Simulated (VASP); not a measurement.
# Li2Se (Fm-3m) in VASP: notebook, part 2 of 2

VASP 6.6.1. Earlier steps stand in the parts before.

## (3) Single point, PBE

File INCAR:

```
PREC = Accurate ; ENCUT = 750
EDIFF = 1E-6 ; ISMEAR = 0
SIGMA = 0.01 ; LREAL = F
LASPH = T ; NELM = 120
ALGO = Normal ; ISIF = 2
LWAVE = F ; LCHARG = F
GGA = PE ; NBANDS = 13
GGA_COMPAT = F
```

File KPOINTS:

```
regular mesh
0
Gamma
  10 10 10
```

File POSCAR:

```
Li2Se
1.0
    0.0000000000      2.5158193255      2.5158193255
    2.5158193255      0.0000000000      2.5158193255
    2.5158193255      2.5158193255      0.0000000000
Li Se
2 1
Direct
    0.2500000000      0.2500000000      0.2500000000
    0.7500000000      0.7500000000      0.7500000000
    0.0000000000      0.0000000000      0.0000000000
```

Potentials or basis: VASP PAW PBE potentials, release 64 (Li_sv, Se).

Command:

```sh
$ cat potpaw_PBE.64/Li_sv/POTCAR potpaw_PBE.64/Se/POTCAR > POTCAR
$ mpirun -np 1 vasp_std > vasp.out
```

Wall time 9.8 s (1 thread of Intel Xeon 6975P-C (Granite Rapids), shared host); peak memory 0.19 GiB.

It converged, with:

- Free energy: -8.8492 eV
- Pressure: 50.6 GPa
- Band gap on the k mesh: 2.04 eV, indirect (least direct gap 5.05 eV)

Levels at points of the mesh, in eV from the valence-band top:
```
           k point  band 3  band 4  band 5  band 6  band 7  band 8  band 9  band 10
(0.00, 0.00, 0.00)  -13.39    0.00    0.00    0.00    5.45    5.45    5.45     6.23
(0.50, 0.00, 0.00)  -12.51   -5.29   -1.14   -1.14    5.79    5.79    7.72    10.15
(0.50, 0.50, 0.00)  -12.28   -3.78   -3.02   -3.02    2.04    7.58   14.39    14.39
```

A k mesh can miss the band edges.

## (4) Relaxation of cell and atoms, PBE, target pressure 50 GPa, at which the enthalpy is minimised

File INCAR:

```
SYSTEM = Li2Se
PREC = Accurate
ENCUT = 750
EDIFF = 1E-7
ISMEAR = 0
SIGMA = 0.01
LREAL = .FALSE.
LASPH = .TRUE.
NELM = 120
ALGO = Normal
ISIF = 3
LWAVE = .FALSE.
LCHARG = .FALSE.
GGA = PE
IBRION = 2
NSW = 80
EDIFFG = -0.001
PSTRESS = 500.0
GGA_COMPAT = .FALSE.
NELMIN = 4
```

File KPOINTS:

```
regular mesh
0
G
  10 10 10
  0 0 0
```

POSCAR is that of step 3.

Potentials or basis: VASP PAW PBE potentials, release 64 (Li_sv, Se).

Command:

```sh
$ cat potpaw_PBE.64/Li_sv/POTCAR potpaw_PBE.64/Se/POTCAR > POTCAR
$ mpirun -np 1 vasp_std > vasp.out
```

OUTCAR:

```text
SYSTEM = Li2Se
   PREC = Accurate
   ENCUT = 750
   EDIFF = 1E-7
   ISMEAR = 0
   LREAL = .FALSE.
   LASPH = .TRUE.
   NELM = 120
   ISIF = 3
   GGA = PE
   IBRION = 2
   NSW = 80
   EDIFFG = -0.001
   PSTRESS = 500.0
   NELMIN = 4

 ion  position               nearest neighbor table
   1  0.250  0.250  0.250-   3 2.18   3 2.18   3 2.18   3 2.18   2 2.52   2 2.52   2 2.52   2 2.52
                             2 2.52   2 2.52
   2  0.750  0.750  0.750-   3 2.18   3 2.18   3 2.18   3 2.18   1 2.52   1 2.52   1 2.52   1 2.52
                             1 2.52   1 2.52
   3  0.000  0.000  0.000-   2 2.18   2 2.18   2 2.18   1 2.18   2 2.18   1 2.18   1 2.18   1 2.18

  LATTYP: Found a face centered cubic cell.
 ALAT       =     5.0316386510

  Lattice vectors:

 A1 = (   0.0000000000,   2.5158193255,   2.5158193255)
[... 272 lines left out ...]
 fundamental gap:      2.0458998640
 Fermi energy:         5.2065338734

 k-point     1 :       0.0000    0.0000    0.0000
  band No.  band energies     occupation
      1     -39.5218      2.00000
      2     -39.3413      2.00000
      3      -8.2254      2.00000
      4       5.1528      2.00000
      5       5.1528      2.00000
      6       5.1528      2.00000
      7      10.6113      0.00000
      8      10.6113      0.00000
      9      10.6113      0.00000
     10      11.3658      0.00000
[... 287 lines left out ...]
 k-point    24 :       0.4000    0.3000    0.0000
  band No.  band energies     occupation
      1     -39.4632      2.00000
      2     -39.3840      2.00000
      3      -7.3657      2.00000
      4       1.6434      2.00000
      5       2.6479      2.00000
      6       2.6639      2.00000
      7       8.5212      0.00000
      8      12.4233      0.00000
      9      15.4546      0.00000
     10      15.8013      0.00000

 [... further k-points ...]

------------------------ aborting loop because EDIFF is reached ----------------------------------------

  FORCE on cell =-STRESS in cart. coord.  units (eV):
  Direction    XX          YY          ZZ          XY          YZ          ZX
  --------------------------------------------------------------------------------------
  -------------------------------------------------------------------------------------
  Total        9.9682113      9.9682113      9.9682113      0.0000000      0.0000000     -0.0000000
  in kB      499.9841628    499.9841628    499.9841628      0.0000000      0.0000000     -0.0000000
  external PRESSURE =      -0.0158372 kB  Pullay stress =     500.0000000 kB
[... 22 lines left out ...]
  energy  without entropy=       -8.8792818455  energy(sigma->0) =       -8.87928185

  enthalpy is  TOTEN    =         1.0892452058 eV   P V=        9.9685270513

 reached required accuracy - stopping structural energy minimisation
```

OSZICAR:

```text
N       E                     dE             d eps       ncg     rms          rms(c)
DAV:   1     0.540459658106E+02    0.54046E+02   -0.76763E+03   940   0.165E+03
DAV:   2    -0.290349330532E+01   -0.56949E+02   -0.54859E+02  1162   0.250E+02
DAV:   3    -0.888977146648E+01   -0.59863E+01   -0.59589E+01  1584   0.634E+01
[... 22 lines left out ...]
DAV:   3    -0.887928254467E+01    0.41508E-04   -0.10433E-04   988   0.650E-02    0.228E-02
DAV:   4    -0.887928229751E+01    0.24716E-06   -0.56940E-06  1430   0.172E-02    0.106E-02
DAV:   5    -0.887928208515E+01    0.21236E-06   -0.11282E-06  1546   0.886E-03    0.259E-03
DAV:   6    -0.887928192870E+01    0.15645E-06   -0.10319E-07   694   0.396E-03    0.819E-04
DAV:   7    -0.887928184547E+01    0.83230E-07   -0.25041E-08   506   0.154E-03
   3 F= 0.10892452E+01 E0= 0.10892452E+01  d E =-.173210E-03
```

CONTCAR:

```text
Li2Se
   1.00000000000000
     0.0000000000000000    2.5183370682019555    2.5183370682019555
     2.5183370682019555    0.0000000000000000    2.5183370682019555
     2.5183370682019555    2.5183370682019555    0.0000000000000000
  Li              Se
     2     1
Direct
     0.2500000000000000    0.2500000000000000    0.2500000000000000
     0.7500000000000000    0.7500000000000000    0.7500000000000000
     0.0000000000000000    0.0000000000000000    0.0000000000000000

  0.00000000E+00  0.00000000E+00  0.00000000E+00
  0.00000000E+00  0.00000000E+00  0.00000000E+00
  0.00000000E+00  0.00000000E+00  0.00000000E+00
```

It took 18 s on 1 thread of Intel Xeon 6975P-C (Granite Rapids), shared host; peak memory 0.19 GiB.

What came out:

* Free energy: -8.8793 eV
* Relaxed volume: 10.65 Å³/atom
* Relaxed cell: a = 3.561 Å, b = 3.561 Å, c = 3.561 Å, α = 60.00°, β = 60.00°, γ = 60.00°
* Space group after relaxing (to 0.05 Å): Fm-3m (No. 225)
* Energy change on relaxing (the enthalpy is what falls): -10.0 meV/atom
* Ionic steps: 3
* Pressure after relaxing: 50.0 GPa
* Band gap on the k mesh: 2.05 eV, indirect (least direct gap 5.05 eV)

The path:
```tsv
step	energy change (eV)	largest force (eV/Å)	pressure (GPa)	volume (Å³)
1	0.0000	0.0000	50.58	31.85
2	-0.0557	0.0000	49.50	32.03
3	-0.0300	0.0000	50.00	31.94
```

Final structure:
```yaml
crystal:
  lattice:
    - [0.00000, 2.51834, 2.51834]
    - [2.51834, 0.00000, 2.51834]
    - [2.51834, 2.51834, 0.00000]
  atoms:
    - { symbol: Li, position: [0.25000, 0.25000, 0.25000] }
    - { symbol: Li, position: [0.75000, 0.75000, 0.75000] }
    - { symbol: Se, position: [0.00000, 0.00000, 0.00000] }
```

Caveat: the cell is relaxed towards a set pressure, so the enthalpy falls and the energy may rise. A k mesh can miss the band edges.

## (5) Relaxation of cell and atoms, PBE, target pressure 50 GPa, at which the enthalpy is minimised

This run uses another cell than the first one, of 18.06 Å³/atom, 1.701 times its volume.

File INCAR:

```
PREC = Accurate ; ENCUT = 750
EDIFF = 1E-7 ; ISMEAR = 0
SIGMA = 0.01 ; LREAL = False
LASPH = True ; NELM = 120
ALGO = Normal ; ISIF = 3
LWAVE = False ; LCHARG = False
GGA = PE ; IBRION = 2
NSW = 80 ; EDIFFG = -0.001
PSTRESS = 500.0 ; GGA_COMPAT = False
NELMIN = 4
```

File KPOINTS:

```
regular mesh
0
Gamma
  8 8 8
```

File POSCAR:

```
Li2Se
1.0
    0.0000000000      3.0031136724      3.0031136724
    3.0031136724      0.0000000000      3.0031136724
    3.0031136724      3.0031136724      0.0000000000
Li Se
2 1
Direct
    0.2500000000      0.2500000000      0.2500000000
    0.7500000000      0.7500000000      0.7500000000
    0.0000000000      0.0000000000      0.0000000000
```

Command:

```sh
$ cat potpaw_PBE.64/Li_sv/POTCAR potpaw_PBE.64/Se/POTCAR > POTCAR
$ mpirun -np 1 vasp_std > vasp.out
```

Run time: 69 s. Hardware: 1 thread of Intel Xeon 6975P-C (Granite Rapids), shared host; peak memory 0.27 GiB.

It converged, with:

| Property | Result |
| --- | --- |
| Free energy | -8.8943 eV |
| Relaxed volume | 10.66 Å³/atom |
| Relaxed cell | a = 3.562 Å, b = 3.562 Å, c = 3.562 Å, α = 60.00°, β = 60.00°, γ = 60.00° |
| Space group after relaxing (to 0.05 Å) | Fm-3m (No. 225) |
| Energy change on relaxing (the enthalpy is what falls) | +745.6 meV/atom |
| Ionic steps | 7 |
| Pressure after relaxing | 50.0 GPa |
| Band gap on the k mesh | 2.05 eV, indirect (least direct gap 5.05 eV) |

Step by step:
| step | energy change (eV) | largest force (eV/Å) | pressure (GPa) | volume (Å³) |
| --- | --- | --- | --- | --- |
| 1 | 0.0000 | 0.0000 | -0.06 | 54.17 |
| 2 | 9.6692 | 0.0000 | 203.32 | 20.88 |
| 3 | 1.8974 | 0.0000 | 43.46 | 33.13 |
| 4 | 2.1523 | 0.0000 | 48.37 | 32.24 |
| 5 | 2.2646 | 0.0000 | 50.53 | 31.88 |
| 6 | 2.2176 | 0.0000 | 49.63 | 32.03 |
| 7 | 2.2367 | 0.0000 | 50.00 | 31.97 |

Final structure:
```cif
data_structure
_symmetry_space_group_name_H-M 'P 1'
_symmetry_Int_Tables_number 1
_cell_length_a 3.5624
_cell_length_b 3.5624
_cell_length_c 3.5624
_cell_angle_alpha 60.000
_cell_angle_beta 60.000
_cell_angle_gamma 60.000
_cell_volume 31.97
loop_
_atom_site_label
_atom_site_type_symbol
_atom_site_fract_x
_atom_site_fract_y
_atom_site_fract_z
_atom_site_occupancy
Li1 Li 0.25000 0.25000 0.25000 1
Li2 Li 0.75000 0.75000 0.75000 1
Se1 Se 0.00000 0.00000 0.00000 1
```

Levels at points of the mesh, in eV from the valence-band top:
```tsv
k point	band 4	band 5	band 6	band 7	band 8	band 9
(0.00, 0.00, 0.00)	0.00	0.00	0.00	5.46	5.46	5.46
(0.50, 0.00, 0.00)	-5.27	-1.13	-1.13	5.79	5.79	7.70
(0.50, 0.50, 0.00)	-3.77	-3.00	-3.00	2.05	7.56	14.36
```

Caveat: the cell is relaxed towards a set pressure, so the enthalpy falls and the energy may rise; the volume moved by over 15 % at a fixed basis, so the end points are rough.

## (6) Single point, PBE

This run uses another cell than the first one, of 18.05 Å³/atom, 1.700 times its volume.

File INCAR:

```
SYSTEM = Li2Se
PREC = Accurate
ENCUT = 750
EDIFF = 1E-6
ISMEAR = 0
SIGMA = 0.1
LREAL = .False.
LASPH = .True.
NELM = 120
ALGO = Normal
ISIF = 2
LWAVE = .False.
LCHARG = .False.
GGA = PE
NBANDS = 13
GGA_COMPAT = .False.
```

File KPOINTS:

```
Automatic mesh
0
Gamma
  6 6 6
  0 0 0
```

File POSCAR:

```
Li2Se
1.0
    0.0000000000      3.0025000000      3.0025000000
    3.0025000000      0.0000000000      3.0025000000
    3.0025000000      3.0025000000      0.0000000000
Li Se
2 1
Direct
    0.2500000000      0.2500000000      0.2500000000
    0.7500000000      0.7500000000      0.7500000000
    0.0000000000      0.0000000000      0.0000000000
```

Potentials or basis: VASP PAW PBE potentials, release 64 (Li_sv, Se).

Command:

```sh
$ cat potpaw_PBE.64/Li_sv/POTCAR potpaw_PBE.64/Se/POTCAR > POTCAR
$ mpirun -np 1 vasp_std > vasp.out
```

Run time: 47 s. Hardware: 1 thread of Intel Xeon 8259CL, shared host; peak memory 0.23 GiB.

Results (log left out):

```
Free energy            : -11.1306 eV
Pressure               : 0.0 GPa
Band gap on the k mesh : 2.97 eV, indirect (least direct gap 3.38 eV)
```

Levels at points of the mesh, in eV from the valence-band top:
```csv
k point,band 3,band 4,band 5,band 6,band 7,band 8,band 9,band 10
"(0.00, 0.00, 0.00)",-11.39,0.00,0.00,0.00,3.38,5.62,5.62,5.62
"(0.50, 0.00, 0.00)",-11.02,-2.90,-0.53,-0.53,5.10,5.96,5.96,7.94
"(0.50, 0.50, 0.00)",-10.91,-2.28,-1.44,-1.44,2.97,6.17,10.31,10.31
```

## (7) The runs side by side

| task | cell | k mesh | smearing | gap on the mesh (eV) | pressure (GPa) |
| --- | --- | --- | --- | --- | --- |
| single point | a = 3.558 Å, angles 60.0°, 3 atoms | 8 × 8 × 8 | gaussian 0.01 eV | 2.04 | 50.6 |
| single point | a = 3.558 Å, angles 60.0°, 3 atoms | 10 × 10 × 10 | gaussian 0.01 eV | 2.04 | 50.6 |
| relaxation of cell and atoms | relaxed to 50 GPa from a = 3.558 Å, angles 60.0°, 3 atoms | 10 × 10 × 10 | gaussian 0.01 eV | 2.05 | 50.0 |
| relaxation of cell and atoms | relaxed to 50 GPa from a = 4.247 Å, angles 60.0°, 3 atoms | 8 × 8 × 8 | gaussian 0.01 eV | 2.05 | 50.0 |
| single point | a = 4.246 Å, angles 60.0°, 3 atoms | 6 × 6 × 6 | gaussian 0.1 eV | 2.97 | 0.0 |

Alike in all rows: level PBE; potentials or basis VASP PAW PBE potentials, release 64 (Li_sv, Se); no spin polarisation; cutoff (eV) 750.

Caveats: the cell is relaxed towards a set pressure, so the enthalpy falls and the energy may rise (some runs); the volume moved by over 15 % at a fixed basis, so the end points are rough (some runs).

Total energies depend on the potentials used, so only differences within one code and one set of settings carry meaning.
